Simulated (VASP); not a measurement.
# Mg3CdSe4 in VASP: a series of runs, part 2 of 2

VASP 6.6.1.

## (3) Single point, PBE

This run uses another cell than the first one, of 27.60 Å³/atom.

Contents of INCAR:

```
SYSTEM = Mg3CdSe4
PREC     = Accurate       ! precision mode
ENCUT    = 520            ! plane-wave cutoff, eV
EDIFF    = 1E-6           ! SCF threshold, eV
ISMEAR   = 0              ! smearing method
SIGMA    = 0.1            ! smearing width, eV
LREAL    = Auto         
LASPH    = .True.         ! aspherical terms in the spheres
NELM     = 80             ! most SCF steps
ALGO     = Normal         ! electronic algorithm
ISIF     = 2              ! what is computed and relaxed
LWAVE    = .False.        ! write WAVECAR
LCHARG   = .False.        ! write CHGCAR
GGA      = PE             ! functional
NBANDS   = 56             ! bands
```

Contents of KPOINTS:

```
regular mesh
0
Gamma
  2 2 2
  0 0 0
```

Contents of POSCAR:

```
Mg3CdSe4
1.0
    0.0000000000      0.0000000000     -6.9473831593
    0.0000000000     -7.4188165569      0.0000000000
   -8.5678669750      0.0000000000      0.0000000000
Mg Cd Se
6 2 8
Direct
    0.0016084920      0.6662421477      0.7498528482
    0.0016084920      0.6662421477      0.2501471518
    0.5012709869      0.8319856292      0.0000000000
    0.0012709869      0.1680143708      0.5000000000
    0.5016084920      0.3337578523      0.2498528482
    0.5016084920      0.3337578523      0.7501471518
    0.5002041024      0.8337509055      0.5000000000
    0.0002041024      0.1662490945      0.0000000000
    0.1134715236      0.8345330164      0.5000000000
    0.1270879764      0.8247272933      0.0000000000
    0.6273742133      0.6630439173      0.7556821899
    0.6273742133      0.6630439173      0.2443178101
    0.1273742133      0.3369560827      0.7443178101
    0.1273742133      0.3369560827      0.2556821899
    0.6134715236      0.1654669836      0.0000000000
    0.6270879764      0.1752727067      0.5000000000
```

Potentials or basis: VASP PAW PBE potentials, release 64 (Mg, Cd, Se).

The run is started by

```console
> cat potpaw_PBE.64/Mg/POTCAR potpaw_PBE.64/Cd/POTCAR potpaw_PBE.64/Se/POTCAR > POTCAR
> mpirun -np 1 vasp_std > vasp.out
```

Wall time 7.2 min (1 thread of Intel Xeon 8259CL, shared host); peak memory 0.51 GiB.

The run converged. Its results:

| Item | Value |
| --- | --- |
| Free energy | -56.0784 eV |
| Pressure | 0.0 GPa |
| Largest force | 0.036 eV/Å |
| Band gap on the k mesh | 2.02 eV |

Forces on the atoms (eV/Å):
```
Mg  -0.001  0.004  0.004
Mg   0.001  0.004  0.004
Mg   0.000 -0.003  0.001
Mg   0.000  0.003  0.001
Mg  -0.001 -0.004  0.004
Mg   0.001 -0.004  0.004
Cd   0.000 -0.007  0.008
Cd   0.000  0.007  0.008
Se   0.000  0.010  0.031
Se   0.000  0.012 -0.007
Se  -0.027  0.015 -0.020
Se   0.027  0.015 -0.020
Se   0.027 -0.015 -0.020
Se  -0.027 -0.015 -0.020
Se   0.000 -0.010  0.031
Se   0.000 -0.012 -0.007
```

Stress tensor (GPa, compression positive):
```
 0.14  0.00  0.00
 0.00  0.00  0.00
 0.00  0.00 -0.02
```

Levels at points of the mesh, in eV from the valence-band top:
```csv
k point,band 39,band 40,band 41,band 42,band 43,band 44,band 45,band 46
"(0.00, 0.00, 0.00)",-0.35,-0.02,-0.01,0.00,2.02,3.22,3.95,4.32
"(0.50, 0.00, 0.00)",-0.26,-0.26,-0.24,-0.24,3.34,3.34,3.89,3.89
"(0.00, 0.50, 0.00)",-0.34,-0.27,-0.23,-0.17,3.26,3.45,4.12,4.20
"(0.50, 0.50, 0.00)",-0.71,-0.71,-0.48,-0.48,3.41,3.41,3.95,3.95
"(0.00, 0.00, 0.50)",-0.27,-0.27,-0.22,-0.22,3.47,3.47,4.47,4.47
"(0.50, 0.00, 0.50)",-0.55,-0.55,-0.51,-0.51,3.94,3.94,4.75,4.75
"(0.00, 0.50, 0.50)",-0.50,-0.50,-0.48,-0.48,3.88,3.88,4.68,4.68
"(0.50, 0.50, 0.50)",-0.75,-0.75,-0.65,-0.65,3.89,3.89,4.58,4.58
```

Caveat: the k points lie up to 0.45 Å⁻¹ apart.

## (4) Single point, PBE

This run uses another cell than the first one, of 27.57 Å³/atom.

Contents of INCAR:

```
PREC = Accurate ; ENCUT = 520
EDIFF = 1E-6 ; ISMEAR = 0
SIGMA = 0.1 ; LREAL = Auto
LASPH = T ; NELM = 60
ALGO = Normal ; ISIF = 2
LWAVE = F ; LCHARG = F
GGA = PE ; NBANDS = 56
```

Contents of KPOINTS:

```
Automatic mesh
0
Gamma
  2 2 2
```

Contents of POSCAR:

```
Mg3CdSe4
1.0
    0.0024118434     -0.0006043999     -6.9433296994
    0.0000091672     -7.4051589193     -0.0006859764
   -8.5797501884      0.0003450856      0.0027698412
Mg Cd Se
6 2 8
Direct
    0.0016185499      0.6662282440      0.7497101528
    0.0015577205      0.6650909791      0.2497373456
    0.5015001047      0.8316144336      0.0011173099
    0.0008894350      0.1679810365      0.4986791127
    0.5018732639      0.3342437686      0.2499909545
    0.5012614401      0.3345125477      0.7506796326
    0.4994774433      0.8353855728      0.5016536493
    0.0004549173      0.1651373700     -0.0016728528
    0.1130119009      0.8338554936      0.4996100591
    0.1275447473      0.8232883749     -0.0000993856
    0.6275940650      0.6639363646      0.7565969931
    0.6275717383      0.6640745785      0.2460907797
    0.1273926131      0.3368596422      0.7433627447
    0.1279471676      0.3355712368      0.2539871584
    0.6132619908      0.1655960581      0.0000294233
    0.6270429019      0.1766242989      0.5005269228
```

The run is started by

```console
> cat potpaw_PBE.64/Mg/POTCAR potpaw_PBE.64/Cd/POTCAR potpaw_PBE.64/Se/POTCAR > POTCAR
> mpirun -np 1 vasp_std > vasp.out
```

Wall time 5.4 min (1 thread of Intel Xeon 8259CL, shared host); peak memory 0.5 GiB.

It converged, with:

- Free energy: -56.0780 eV
- Pressure: 0.1 GPa
- Largest force: 0.051 eV/Å
- Band gap on the k mesh: 2.02 eV

Forces on the atoms (eV/Å):
```
Mg   0.005  0.000  0.002
Mg  -0.007 -0.004 -0.006
Mg  -0.002 -0.006 -0.009
Mg  -0.009  0.000 -0.020
Mg   0.007 -0.001 -0.010
Mg   0.002  0.001 -0.009
Cd   0.014  0.013 -0.002
Cd  -0.003  0.003  0.017
Se  -0.001  0.006  0.029
Se  -0.005  0.004  0.004
Se  -0.021  0.015 -0.012
Se   0.039  0.011 -0.003
Se   0.034  0.009 -0.008
Se  -0.049 -0.012  0.007
Se  -0.009 -0.019  0.017
Se   0.005 -0.020  0.002
```

Levels at points of the mesh, in eV from the valence-band top:
| k point | band 39 | band 40 | band 41 | band 42 | band 43 | band 44 | band 45 | band 46 |
| --- | --- | --- | --- | --- | --- | --- | --- | --- |
| (0.00, 0.00, 0.00) | -0.35 | -0.02 | -0.01 | 0.00 | 2.02 | 3.22 | 3.94 | 4.31 |
| (0.50, 0.00, 0.00) | -0.25 | -0.25 | -0.25 | -0.25 | 3.34 | 3.34 | 3.90 | 3.90 |
| (0.00, 0.50, 0.00) | -0.34 | -0.27 | -0.24 | -0.18 | 3.26 | 3.45 | 4.12 | 4.21 |
| (0.50, 0.50, 0.00) | -0.72 | -0.72 | -0.49 | -0.48 | 3.41 | 3.41 | 3.95 | 3.95 |
| (0.00, 0.00, 0.50) | -0.27 | -0.27 | -0.22 | -0.22 | 3.48 | 3.48 | 4.46 | 4.46 |
| (0.50, 0.00, 0.50) | -0.55 | -0.55 | -0.51 | -0.50 | 3.94 | 3.95 | 4.75 | 4.76 |
| (0.00, 0.50, 0.50) | -0.51 | -0.50 | -0.47 | -0.47 | 3.88 | 3.88 | 4.69 | 4.69 |
| (0.50, 0.50, 0.50) | -0.75 | -0.75 | -0.65 | -0.64 | 3.88 | 3.89 | 4.57 | 4.58 |

Caveat: the k points lie up to 0.45 Å⁻¹ apart.

## (5) Summary

```tsv
task	cell	cutoff (eV)	smearing	gap on the mesh (eV)	pressure (GPa)	largest force (eV/Å)
relaxation of cell and atoms	relaxed from a = 8.400, b = 7.270, c = 6.800 Å, 16 atoms, atomic positions A	600	gaussian 0.15 eV	2.02	0.2	0.06
single point	a = 6.947, b = 7.419, c = 8.568 Å, 16 atoms, atomic positions B	520	gaussian 0.1 eV	2.02	0.0	0.04
single point	a = 6.943, b = 7.405, c = 8.580 Å, 16 atoms, atomic positions C	520	gaussian 0.1 eV	2.02	0.1	0.05
```

Alike in all rows: level PBE; potentials or basis VASP PAW PBE potentials, release 64 (Mg, Cd, Se); no spin polarisation; k mesh 2 × 2 × 2.

Caveats: all runs use coarse meshes; the relaxation stopped at a loose force limit of 0.08 eV/Å, so its end isn't a converged minimum (at least some runs).

Absolute energies hang on the potentials; compare differences alone.
